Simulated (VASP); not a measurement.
Wanted: the native input for a VASP 6.6.1 run.

| Item | Value |
| --- | --- |
| Task | relaxation of cell and atoms |
| Functional | revPBE |
| Dispersion | D3(BJ) |
| Potentials or basis | VASP PAW PBE potentials, release 64 (Sn_d, S) |
| Cutoff | 500 eV |
| k mesh | 6 × 6 × 4 |
| Occupations | fermi-dirac, width 0.1 eV |
| Spin | no spin polarisation |
| Dipole correction | no |
| Further INCAR settings | ALGO = Normal; EDIFF = 1e-07; IBRION = 2; EDIFFG = -0.01; NSW = 80; ISIF = 3 |

The structure of SnS2 (Berndtite-2T) lies in POSCAR:

```
SnS2
1.0
    3.6390000000      0.0000000000      0.0000000000
   -1.8195000000      3.1514664400      0.0000000000
    0.0000000000      0.0000000000      5.8680000000
Sn S
1 2
Direct
    0.0000000000      0.0000000000      0.0000000000
    0.3333333333      0.6666666667      0.2500000000
    0.6666666667      0.3333333333      0.7500000000
```

One way to write it, as run:

INCAR

```
ALGO = Normal
EDIFF = 1E-7
EDIFFG = -0.01
ENCUT = 500
GGA = RE
GGA_COMPAT = F
IBRION = 2
ISIF = 3
ISMEAR = -1
IVDW = 12
LASPH = T
LCHARG = F
LREAL = F
LWAVE = F
NELM = 120
NELMIN = 4
NSW = 80
PREC = Accurate
SIGMA = 0.1
```

KPOINTS

```
k-points
0
Gamma
  6 6 4
```

Potentials or basis: VASP PAW PBE potentials, release 64 (Sn_d, S).

Command:

```console
$ cat potpaw_PBE.64/Sn_d/POTCAR potpaw_PBE.64/S/POTCAR > POTCAR
$ mpirun -np 1 vasp_std > vasp.out
```

Results of the run:

The relaxed volume is 21.61 Å³/atom, the relaxed cell is a = 3.653 Å, b = 3.653 Å, c = 5.609 Å, α = 90.00°, β = 90.00°, γ = 120.00° and the space group after relaxing (to 0.05 Å) is P-3m1 (No. 164). The energy gained by relaxing is 6.9 meV/atom, the ionic steps are 12 and the pressure after relaxing is 0.0 GPa. The band gap on the k mesh is 1.26 eV, indirect (least direct gap 1.70 eV) and the dispersion energy per atom is -0.669 eV.

Caveat: the PAW data sets were made with another functional, which shifts forces and pressure a little; spin-orbit coupling is left out, which moves the levels of the heavy elements.

It took 2.7 min on 1 thread of Intel(R) Xeon(R) 6975P-C (Granite Rapids), on a shared host, peak memory 0.2 GiB.
